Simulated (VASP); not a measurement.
# CO2 (I-42d) in VASP: notebook

The runs below take CO2 through single point, with PBEsol, PBEsol+D3(BJ), PBE+D3(BJ), PBE+D4.

Program: VASP 6.6.1. These are calculated values, not measurements. Logs are shortened: lines on timing, memory, paths and dates and some standing lists are left out, and cuts for length are marked.

### 1 The cell of the first run

The structure is tetragonal, space group I-42d (No. 122). Conventional cell: a = 3.949 Å, b = 3.949 Å, c = 6.149 Å, α = 90.00°, β = 90.00°, γ = 90.00°. O (site symmetry 2) has 2 C at 1.41 Å within 1.9 Å. Within 1.9 Å of C (site symmetry -4) lie 4 O at 1.41 Å.

### 2 Single point, PBEsol

INCAR reads:

```
PREC     = Accurate       # precision mode
ENCUT    = 520            # plane-wave cutoff, eV
EDIFF    = 1E-6           # SCF threshold, eV
ISMEAR   = -1             # smearing method
SIGMA    = 0.05           # smearing width, eV
LREAL    = False          # projectors in reciprocal space
LASPH    = True           # aspherical terms in the spheres
NELM     = 100            # most SCF steps
ALGO     = Normal         # electronic algorithm
ISIF     = 2              # what is computed and relaxed
LWAVE    = False          # write WAVECAR
LCHARG   = False          # write CHGCAR
GGA      = PS             # functional
NBANDS   = 25             # bands
```

KPOINTS reads:

```
regular mesh
0
Gamma
  8 8 8
```

POSCAR reads:

```
CO2
1.0
   -1.9747270000      1.9747270000      3.0743391600
    1.9747270000     -1.9747270000      3.0743391600
    1.9747270000      1.9747270000     -3.0743391600
O C
4 2
Direct
    0.8750000000      0.9597980000      0.5847980000
    0.3750000000      0.2902020000      0.4152020000
    0.0402020000      0.6250000000      0.9152020000
    0.7097980000      0.1250000000      0.0847980000
    0.0000000000      0.0000000000      0.0000000000
    0.7500000000      0.2500000000      0.5000000000
```

Potentials or basis: VASP PAW PBE potentials, release 64 (O, C).

Started as:

```bash
$ cat potpaw_PBE.64/O/POTCAR potpaw_PBE.64/C/POTCAR > POTCAR
$ mpirun -np 1 vasp_std > vasp.out
```

OUTCAR:

```text
PREC = Accurate
   ENCUT = 520
   EDIFF = 1E-6
   ISMEAR = -1
   LREAL = False
   LASPH = True
   NELM = 100
   ISIF = 2
   GGA = PS

 ion  position               nearest neighbor table
   1  0.875  0.960  0.585-   5 1.41   6 1.41
   2  0.375  0.290  0.415-   5 1.41   6 1.41
   3  0.040  0.625  0.915-   6 1.41   5 1.41
   4  0.710  0.125  0.085-   5 1.41   6 1.41
   5  0.000  0.000  0.000-   1 1.41   2 1.41   4 1.41   3 1.41
   6  0.750  0.250  0.500-   1 1.41   3 1.41   4 1.41   2 1.41

  LATTYP: Found a body centered tetragonal cell.
 ALAT       =     3.9494540000
 C/A-ratio  =     1.5568426218

  Lattice vectors:

 A1 = (  -1.9747270000,   1.9747270000,   3.0743391600)
 A2 = (   1.9747270000,  -1.9747270000,   3.0743391600)
 A3 = (   1.9747270000,   1.9747270000,  -3.0743391600)

Analysis of symmetry for initial positions (statically):
=====================================================================
 Subroutine PRICEL returns:
 Original cell was already a primitive cell.

 Routine SETGRP: Setting up the symmetry group for a
 body centered tetragonal supercell.

 Subroutine GETGRP returns: Found  8 space group operations
 (whereof  4 operations were pure point group operations)
 out of a pool of 16 trial point group operations.

The static configuration has the point symmetry S_4 .
 The point group associated with its full space group is D_2d.

Analysis of symmetry for dynamics (positions and initial velocities):
=====================================================================
 Subroutine PRICEL returns:
 Original cell was already a primitive cell.

 Routine SETGRP: Setting up the symmetry group for a
 body centered tetragonal supercell.

 Subroutine GETGRP returns: Found  8 space group operations
 (whereof  4 operations were pure point group operations)
 out of a pool of 16 trial point group operations.

The dynamic configuration has the point symmetry S_4 .
 The point group associated with its full space group is D_2d.

 Subroutine INISYM returns: Found  8 space group operations
 (whereof  4 operations are pure point group operations),
 and found     1 'primitive' translations

----------------------------------------------------------------------------------------

                                     Primitive cell

  volume of cell :      47.9541

  direct lattice vectors                    reciprocal lattice vectors
    -1.974727000  1.974727000  3.074339160     0.000000000  0.253199556  0.162636578
     1.974727000 -1.974727000  3.074339160     0.253199556  0.000000000  0.162636578
     1.974727000  1.974727000 -3.074339160     0.253199556  0.253199556  0.000000000

  length of vectors
     4.153390750  4.153390750  4.153390750     0.300933002  0.300933002  0.358078246

  position of ions in fractional coordinates (direct lattice)
     0.875000000  0.959798000  0.584798000
     0.375000000  0.290202000  0.415202000
     0.040202000  0.625000000  0.915202000
     0.709798000  0.125000000  0.084798000
     0.000000000  0.000000000  0.000000000
     0.750000000  0.250000000  0.500000000

  ion indices of the primitive-cell ions
   primitive index   ion index
                 1           1
                 2           2
                 3           3
                 4           4
                 5           5
                 6           6

----------------------------------------------------------------------------------------

 KPOINTS: regular mesh

Automatic generation of k-mesh.
 Grid dimensions read from file:
 generate k-points for:    8    8    8

 Generating k-lattice:

  Cartesian coordinates                     Fractional coordinates (reciprocal lattice)
     0.000000000  0.031649945  0.020329572     0.125000000 -0.000000000  0.000000000
     0.031649945  0.000000000  0.020329572    -0.000000000  0.125000000  0.000000000
     0.031649945  0.031649945  0.000000000     0.000000000  0.000000000  0.125000000

  Length of vectors
     0.037616625  0.037616625  0.044759781

  Shift w.r.t. Gamma in fractional coordinates (k-lattice)
     0.000000000  0.000000000  0.000000000

 Subroutine IBZKPT returns following result:
 ===========================================

 Found     59 irreducible k-points:

 Following reciprocal coordinates:
            Coordinates               Weight
  0.000000  0.000000  0.000000      1.000000
  0.125000 -0.000000  0.000000      8.000000
  0.250000 -0.000000  0.000000      8.000000
  0.375000 -0.000000  0.000000      8.000000
  0.500000 -0.000000  0.000000      4.000000
  0.125000  0.125000  0.000000      8.000000
[... 16 lines left out ...]
  0.250000  0.125000  0.125000     16.000000
  0.375000  0.125000  0.125000      8.000000
 [... further k-points ...]
   k-points           NKPTS =     59   k-points in BZ     NKDIM =     59   number of bands    NBANDS=     25
   number of dos      NEDOS =    301   number of ions     NIONS =      6
   total plane-waves  NPLWV =  32768
   dimension x,y,z NGX =    32 NGY =   32 NGZ =   32
   dimension x,y,z NGXF=    64 NGYF=   64 NGZF=   64
   ions per type =               4   2
   NGX,Y,Z   is equivalent  to a cutoff of  12.81, 12.81, 12.81 a.u.
   NGXF,Y,Z  is equivalent  to a cutoff of  25.62, 25.62, 25.62 a.u.
 SYSTEM =  unknown system
   PREC   = accura    normal or accurate (medium, high low for compatibility)
   ISTART =      0    job   : 0-new  1-cont  2-samecut
   ICHARG =      2    charge: 1-file 2-atom 10-const
   ISPIN  =      1    spin polarized calculation?
   LNONCOLLINEAR =      F non collinear calculations
   LSORBIT =      F    spin-orbit coupling
   LASPH  =      T    aspherical Exc in radial PAW
   ENCUT  =  520.0 eV  38.22 Ry    6.18 a.u.   7.72  7.72  7.72*2*pi/ulx,y,z
   NELM   =    100;   NELMIN=  2; NELMDL= -5     # of ELM steps
   EDIFF  = 0.1E-05   stopping-criterion for ELM
   LREAL  =      F    real-space projection
   EDIFFG = 0.1E-04   stopping-criterion for IOM
   NSW    =      0    number of steps for IOM
   IBRION =     -1    ionic relax: 0-MD 1-quasi-New 2-CG
   NFREE  =      0    steps in history (QN), initial steepest desc. (CG)
   ISIF   =      2    stress and relaxation
   ISYM   =      2    0-nonsym 1-usesym 2-fastsym
   POTIM  = 0.5000    time-step for ionic-motion
   TEBEG  =    0.0;   TEEND  =   0.0 temperature during run
   PSTRESS=    0.0 pullay stress
   NELECT =      32.0000    total number of electrons
   NUPDOWN=      -1.0000    fix difference up-down
   EMIN   =  10.00;   EMAX   =-10.00  energy-range for DOS
   EFERMI =   0.00;   METHOD = LEGACY
   ISMEAR =    -1;   SIGMA  =   0.05  broadening in eV -4-tet -1-fermi 0-gaus
   EFERMI_NEDOS =   21; number of points for ismear=-14 and -15
   IALGO  =     38    algorithm
   IMIX   =      4    mixing-type and parameters
     AMIX     =   0.40;   BMIX     =  1.00
     AMIX_MAG =   1.60;   BMIX_MAG =  1.00
  volume/ion in A,a.u.               =       7.99        53.94
  Fermi-wavevector in a.u.,A,eV,Ry     =   1.430593  2.703429 27.845646  2.046597
  Thomas-Fermi vector in A             =   2.550422
   LORBIT       =      0    0 simple, 1 ext, 2 COOP (PROOUT), +10 PAW based schemes
   GGA     = PS    functional components
   LHFCALC =     F    Hartree Fock is set to
   AEXX    =    0.0000 exact exchange contribution
   IVDW    =     0    specifies the selected vdW correction
   LEPSILON=     F    determine dielectric tensor
   LRPA    =     F    only Hartree local field effects (RPA)
 non-spin polarized calculation
  energy-cutoff  :      520.00
  volume of cell :       47.95
 maximum number of plane-waves:      1312
   NGX = 15   NGY = 15   NGZ = 15

 number of electron      32.0000000 magnetization

 Free energy of the ion-electron system (eV)
  ---------------------------------------------------
  ext. energy  EPLUGINS =         0.00000000
  ---------------------------------------------------
  free energy    TOTEN  =       -46.04248715 eV

  energy without entropy =      -46.04248715  energy(sigma->0) =      -46.04248715

 E-fermi :   2.9495     XC(G=0): -11.2288

 val. band max:        1.8915297175   @ k =   0.5000   0.5000   0.5000
 cond. band min:       9.3693315467   @ k =  -0.2500   0.2500   0.2500
 fundamental gap:      7.4778018291
 Fermi energy:         2.9495291775

 k-point     1 :       0.0000    0.0000    0.0000
  band No.  band energies     occupation
      1     -21.8583      2.00000
      2     -16.8305      2.00000
      3     -16.8305      2.00000
      4     -16.3600      2.00000
      5     -12.6088      2.00000
      6      -7.6041      2.00000
[... 17 lines left out ...]
     24      16.3939      0.00000
     25      16.3939      0.00000

 k-point     2 :       0.1250   -0.0000    0.0000
  band No.  band energies     occupation
      1     -21.7596      2.00000
      2     -17.0749      2.00000
      3     -16.8560      2.00000
      4     -16.4712      2.00000
      5     -12.2874      2.00000
      6      -7.6041      2.00000
[... 17 lines left out ...]
     24      16.3355      0.00000
     25      16.5459      0.00000

 k-point     3 :       0.2500   -0.0000    0.0000
  band No.  band energies     occupation
      1     -21.4820      2.00000
      2     -17.7541      2.00000
      3     -16.9067      2.00000
      4     -16.5842      2.00000
      5     -11.6223      2.00000
      6      -7.6242      2.00000
[... 17 lines left out ...]
     24      16.1114      0.00000
     25      16.5958      0.00000

 k-point     4 :       0.3750   -0.0000    0.0000
  band No.  band energies     occupation
      1     -21.1078      2.00000
      2     -18.4789      2.00000
      3     -16.9427      2.00000
      4     -16.6673      2.00000
      5     -11.0511      2.00000
      6      -7.6181      2.00000
[... 17 lines left out ...]
     24      16.0008      0.00000
     25      16.3461      0.00000
[... 477 lines left out ...]
 k-point    22 :       0.1250    0.1250    0.1250
  band No.  band energies     occupation
      1     -21.2256      2.00000
      2     -18.2050      2.00000
      3     -16.9812      2.00000
      4     -16.6485      2.00000
      5     -11.1763      2.00000
      6      -8.1702      2.00000
[... 17 lines left out ...]
     24      16.1338      0.00000
     25      16.8370      0.00000

 k-point    23 :       0.2500    0.1250    0.1250
  band No.  band energies     occupation
      1     -20.8471      2.00000
      2     -18.7978      2.00000
      3     -17.0312      2.00000
      4     -16.7449      2.00000
      5     -10.6328      2.00000
      6      -8.2886      2.00000
[... 17 lines left out ...]
     24      15.9838      0.00000
     25      16.5011      0.00000

 k-point    24 :       0.3750    0.1250    0.1250
  band No.  band energies     occupation
      1     -20.6150      2.00000
      2     -19.1149      2.00000
      3     -17.0445      2.00000
      4     -16.7881      2.00000
      5     -10.3940      2.00000
      6      -8.3239      2.00000
[... 17 lines left out ...]
     24      15.7967      0.00000
     25      16.6392      0.00000

 [... further k-points ...]
[... 5 lines left out ...]
  --------------------------------------------------------------------------------------
  -------------------------------------------------------------------------------------
  Total       -2.3790914     -2.3790914     -3.7813626      0.0000000     -0.0000000      0.0000000
  in kB      -79.4869472    -79.4869472   -126.3377119      0.0000000     -0.0000000      0.0000000
  external PRESSURE =     -95.1038688 kB  Pullay stress =       0.0000000 kB

 VOLUME and BASIS-vectors are now :
 -----------------------------------------------------------------------------
  energy-cutoff  :      520.00
  volume of cell :       47.95
      direct lattice vectors                 reciprocal lattice vectors
    -1.974727000  1.974727000  3.074339160     0.000000000  0.253199556  0.162636578
     1.974727000 -1.974727000  3.074339160     0.253199556  0.000000000  0.162636578
     1.974727000  1.974727000 -3.074339160     0.253199556  0.253199556  0.000000000

 POSITION                                       TOTAL-FORCE (eV/Angst)
 -----------------------------------------------------------------------------------
      1.32227      0.98736      3.84292         0.282764      0.000000      0.000000
      0.65246      0.98736      0.76858        -0.282764      0.000000     -0.000000
      2.96209      0.65246     -0.76858         0.000000     -0.282764     -0.000000
     -0.98736      1.32227      2.30575        -0.000000      0.282764      0.000000
      0.00000      0.00000      0.00000         0.000000      0.000000      0.000000
     -0.00000      1.97473      1.53717        -0.000000      0.000000     -0.000000
 -----------------------------------------------------------------------------------
    total drift:                                0.000003      0.000003      0.000004

  FREE ENERGIE OF THE ION-ELECTRON SYSTEM (eV)
  ---------------------------------------------------
  free  energy   TOTEN  =       -46.0424871463 eV

  energy  without entropy=      -46.0424871462  energy(sigma->0) =      -46.04248715
```

It took 2 min on 1 thread of AMD EPYC 7R13, shared host; peak memory 0.17 GiB.

What came out:

```yaml
Free_energy: -46.0425 eV
Pressure: -9.5 GPa
Largest_force: 0.283 eV/Å
Band_gap_on_the_k_mesh: 7.48 eV, indirect (least direct gap 7.82 eV)
```

Forces on the atoms (eV/Å):
```
O    0.283  0.000  0.000
O   -0.283  0.000  0.000
O    0.000 -0.283  0.000
O    0.000  0.283  0.000
C    0.000  0.000  0.000
C    0.000  0.000  0.000
```

Caveat: the PAW data sets were made with another functional, which shifts forces and pressure a little. A k mesh can miss the band edges.

### 3 Single point, PBEsol

This run uses another cell than the first one, of 8.15 Å³/atom, 1.020 times its volume.

INCAR reads:

```
SYSTEM = CO2
PREC = Accurate
ENCUT = 520
EDIFF = 1E-6
ISMEAR = -1
SIGMA = 0.05
LREAL = .False.
LASPH = .True.
NELM = 60
ALGO = Normal
ISIF = 2
LWAVE = .False.
LCHARG = .True.
GGA = PS
LELF = .True.
LVHAR = .True.
NBANDS = 25
```

KPOINTS reads:

```
regular mesh
0
Gamma
  8 8 8
  0 0 0
```

POSCAR: that of step 2 with these lines changed.

```diff
@@ -2,5 +2,5 @@
 1.0
-   -1.9747270000      1.9747270000      3.0743391600
-    1.9747270000     -1.9747270000      3.0743391600
-    1.9747270000      1.9747270000     -3.0743391600
+   -1.9747270000      1.9747270000      3.1346203200
+    1.9747270000     -1.9747270000      3.1346203200
+    1.9747270000      1.9747270000     -3.1346203200
 O C
```

Potentials or basis: VASP PAW PBE potentials, release 64 (O, C).

Started as:

```bash
$ cat potpaw_PBE.64/O/POTCAR potpaw_PBE.64/C/POTCAR > POTCAR
$ mpirun -np 1 vasp_std > vasp.out
```

Run time: 2.1 min. Hardware: 1 thread of AMD EPYC 7R13, shared host; peak memory 0.17 GiB.

Results (log left out):

- Free energy: -45.9521 eV
- Pressure: -13.7 GPa
- Largest force: 0.429 eV/Å
- Band gap on the k mesh: 7.27 eV, indirect (least direct gap 7.61 eV)

Forces on the atoms (eV/Å):
```
O    0.429  0.000  0.000
O   -0.429  0.000  0.000
O    0.000 -0.429  0.000
O    0.000  0.429  0.000
C    0.000  0.000  0.000
C    0.000  0.000  0.000
```

Stress tensor (GPa, compression positive):
```
-11.11   0.00   0.00
  0.00 -11.11   0.00
  0.00   0.00 -18.89
```

Levels at points of the mesh, in eV from the valence-band top:
| k point | band 12 | band 13 | band 14 | band 15 | band 16 | band 17 | band 18 | band 19 | band 20 | band 21 |
| --- | --- | --- | --- | --- | --- | --- | --- | --- | --- | --- |
| (0.00, 0.00, 0.00) | -1.12 | -1.12 | -0.82 | -0.82 | -0.60 | 7.42 | 8.28 | 8.52 | 8.52 | 11.91 |
| (0.50, 0.00, 0.00) | -2.23 | -1.71 | -1.31 | -0.37 | -0.07 | 7.58 | 8.64 | 9.38 | 9.62 | 11.91 |
| (0.50, 0.50, 0.00) | -2.60 | -0.61 | -0.61 | -0.51 | -0.51 | 8.15 | 8.15 | 9.46 | 9.46 | 11.36 |
| (0.50, 0.50, 0.50) | -3.02 | -2.82 | -2.82 | 0.00 | 0.00 | 8.25 | 8.25 | 10.01 | 10.01 | 10.97 |

Caveat: the PAW data sets were made with another functional, which shifts forces and pressure a little.

### 4 Single point, PBEsol+D3(BJ)

This run uses another cell than the first one, of 7.52 Å³/atom, 0.941 times its volume.

INCAR reads:

```
ALGO = Normal
EDIFF = 1E-7
ENCUT = 520
GGA = PS
ISIF = 2
ISMEAR = -1
IVDW = 12
LASPH = True
LCHARG = True
LELF = True
LREAL = False
LVHAR = True
LWAVE = False
NBANDS = 25
NELM = 80
PREC = Accurate
SIGMA = 0.05
```

KPOINTS reads:

```
k-points
0
Gamma
  9 9 9
```

POSCAR reads:

```
CO2
1.0
   -1.9502647941      1.9502647941      2.9649579569
    1.9502647941     -1.9502647941      2.9649579569
    1.9502647941      1.9502647941     -2.9649579569
O C
4 2
Direct
    0.8750000000      0.9560265991      0.5810265991
    0.3750000000      0.2939734009      0.4189734009
    0.0439734009      0.6250000000      0.9189734009
    0.7060265991      0.1250000000      0.0810265991
    0.0000000000      0.0000000000      0.0000000000
    0.7500000000      0.2500000000      0.5000000000
```

Started as:

```bash
$ cat potpaw_PBE.64/O/POTCAR potpaw_PBE.64/C/POTCAR > POTCAR
$ mpirun -np 1 vasp_std > vasp.out
```

Run time: 2.3 min. Hardware: 1 thread of Oxide Virtual Turin-like, shared host; peak memory 0.19 GiB.

Results (log left out):

```yaml
Free_energy: -46.5157 eV
Pressure: 1.8 GPa
Largest_force: 0.103 eV/Å
Band_gap_on_the_k_mesh: 7.61 eV, indirect (least direct gap 8.02 eV)
Dispersion_energy_per_atom: -0.069 eV
```

Forces in eV/Å, atoms in the order of the input:
```
O   -0.103  0.000  0.000
O    0.103  0.000  0.000
O    0.000  0.103  0.000
O    0.000 -0.103  0.000
C    0.000  0.000  0.000
C    0.000  0.000  0.000
```

Stress tensor (GPa, compression positive):
```
1.88 0.00 0.00
0.00 1.88 0.00
0.00 0.00 1.54
```

Levels at points of the mesh, in eV from the valence-band top:
```csv
k point,band 13,band 14,band 15,band 16,band 17,band 18,band 19,band 20
"(0.00, 0.00, 0.00)",-1.30,-0.86,-0.86,-0.41,7.61,9.51,9.51,9.56
```

Caveat: the PAW data sets were made with another functional, which shifts forces and pressure a little. As with any semilocal functional, this PBEsol gap is likely too small.

(Part 1 of 2 ends here.)
